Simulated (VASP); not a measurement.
Write the native input for VASP 6.6.1 that does the following.

```
Task                   : single point
Functional             : LDA
Potentials or basis    : VASP PAW LDA potentials, release 64 (Sn_d)
Cutoff                 : 520 eV
k mesh                 : 7 × 7 × 7
Occupations            : gaussian, width 0.15 eV
Spin                   : no spin polarisation
Dipole correction      : no
Further INCAR settings : ALGO = Normal; EDIFF = 1e-07; NBANDS = 13
```

The structure of Sn lies in POSCAR:

```
Sn
1.0
   -1.9448677068      1.8607583582      1.8741160209
    1.9177730157     -1.9223853029      1.9086482745
    1.9611904113      1.9387080073     -1.9357429656
Sn
1
Direct
    0.0000000000      0.0000000000      0.0000000000
```

These files were run (other wordings do the same):

INCAR

```
  PREC = Accurate
  ENCUT = 520
  EDIFF = 1E-7
  ISMEAR = 0
  SIGMA = 0.15
  LREAL = F
  LASPH = T
  NELM = 60
  ALGO = Normal
  ISIF = 2
  LWAVE = F
  LCHARG = F
  NBANDS = 13
```

KPOINTS

```
Automatic mesh
0
Gamma
  7 7 7
```

Potentials or basis: VASP PAW LDA potentials, release 64 (Sn_d).

Launch:

```bash
$ cat potpaw_LDA.64/Sn_d/POTCAR > POTCAR
$ mpirun -np 1 vasp_std > vasp.out
```

It gave:

The pressure is -4.1 GPa. The band gap on the k mesh is zero (band 7 reaches 14.81 eV, above the bottom of band 8 at 5.53 eV).

Caveat: spin-orbit coupling is left out, which moves the levels of the heavy elements.

Wall time 25 s on 1 thread of Intel(R) Xeon(R) Platinum 8488C (Sapphire Rapids), on a shared host, peak memory 0.17 GiB.
